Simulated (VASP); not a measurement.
ScIn3N2: single point with PBE

ScIn3N2:

```
CELL_PARAMETERS angstrom
3.21453 1.85591 3.95867
-3.21453 1.85591 3.95867
0.00000 -3.71182 3.95867
ATOMIC_POSITIONS crystal
Sc 0.00000 0.00000 0.00000
In 0.00000 0.00000 0.50000
In 0.50000 0.00000 0.00000
In 0.00000 0.50000 0.00000
N 0.40987 0.40987 0.40987
N 0.59013 0.59013 0.59013
```

The cell was built from a structure type or drawn by symmetry, and may not be a known phase.

```yaml
Program: VASP 6.6.1
Task: single point
Functional: PBE
Potentials_or_basis: VASP PAW PBE potentials, release 64 (Sc_sv, In_d, N)
Cutoff: 520 eV
k_mesh: 3 × 3 × 3
Occupations: gaussian, width 0.1 eV
Spin: collinear spin, ferromagnetic start
Starting_moments: "[0.0, 0.0, 0.0, 0.0, 1.0, 1.0] μB"
Dipole_correction: no
Further_INCAR_settings: ALGO = Normal; EDIFF = 1e-06; NBANDS = 43
```

* Pressure: 0.7 GPa
* Largest force: 2.495 eV/Å
* Net moment: 0.28 μB per cell
* Site moments: Sc -0.58; In -0.10; N +0.56 μB
* Valence electrons inside the program's atomic spheres: Sc 9.69; In 11.41; N 3.29

Forces on the atoms (eV/Å):
```
Sc   0.000  0.000  0.000
In   0.000  0.000  0.000
In   0.000  0.000  0.000
In   0.000  0.000  0.000
N    0.000  0.000  2.495
N    0.000  0.000 -2.495
```

Stress tensor (GPa, compression positive):
```
-0.66  0.00  0.00
 0.00 -0.66  0.00
 0.00  0.00  3.45
```

Levels at points of the mesh, in eV from the Fermi level:
Spin up:
| k point | band 26 | band 27 | band 28 | band 29 | band 30 | band 31 | band 32 | band 33 | band 34 | band 35 |
| --- | --- | --- | --- | --- | --- | --- | --- | --- | --- | --- |
| (0.00, 0.00, 0.00) | -2.70 | -2.51 | -1.86 | -1.12 | -1.12 | 0.78 | 1.29 | 1.29 | 1.70 | 1.97 |
Spin down:
```
           k point  band 28  band 29  band 30  band 31  band 32  band 33
(0.00, 0.00, 0.00)    -1.99    -0.07    -0.07     0.88     1.31     1.46
```

It took 51 s on 1 thread of Intel(R) Xeon(R) 6975P-C (Granite Rapids) (shared host), peak memory 0.31 GiB.

Caveat: the k points lie up to 0.42 Å⁻¹ apart; spin-orbit coupling is left out, which moves the levels of the heavy elements; forces of over 1 eV/Å act on the atoms, so gaps and moduli don't describe the material at rest.
